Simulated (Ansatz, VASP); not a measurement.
# One calculation of Ti5Si, two programs

```
Ti Si
1.0
     2.52284    1.45656    4.44090
    -2.52284    1.45656    4.44090
     0.00000   -2.91312    4.44090
Ti Si
5 1
Direct
  0.15144 0.15144 0.15144
  0.60535 0.39465 0.00000
  0.00000 0.60535 0.39465
  0.84856 0.84856 0.84856
  0.39465 0.00000 0.60535
  0.50000 0.50000 0.50000
```

Alike in both runs: task relaxation of cell and atoms; functional PBEsol; k mesh 3 × 3 × 3; occupations gaussian, width 0.1 eV; no spin polarisation.

|  | VASP | Ansatz |
| --- | --- | --- |
| version | VASP 6.6.1 | Ansatz 0.2.0 |
| potentials or method | VASP PAW PBE potentials, release 64 (Ti_sv, Si), cutoff 600 eV | scalar-relativistic, plane waves, PAW |
| valence electrons in the cell | 64 | 64 |

|  | VASP | Ansatz | Ansatz less VASP |
| --- | --- | --- | --- |
| gap on the k mesh at the Fermi level, each at its own relaxed structure (eV) | none | none | - |
| relaxed volume (Å³/atom) | 15.67 | 15.70 | +0.032 |
| relaxed length of the cell vector where the two differ most in proportion (Å) | 5.247 | 5.248 | +0.0016 |

VASP's potentials were made for PBE, not for PBEsol. A gap of «none» marks a metal or a gap that the smearing closes.

The k mesh is coarse, so the values compare programs but aren't converged.
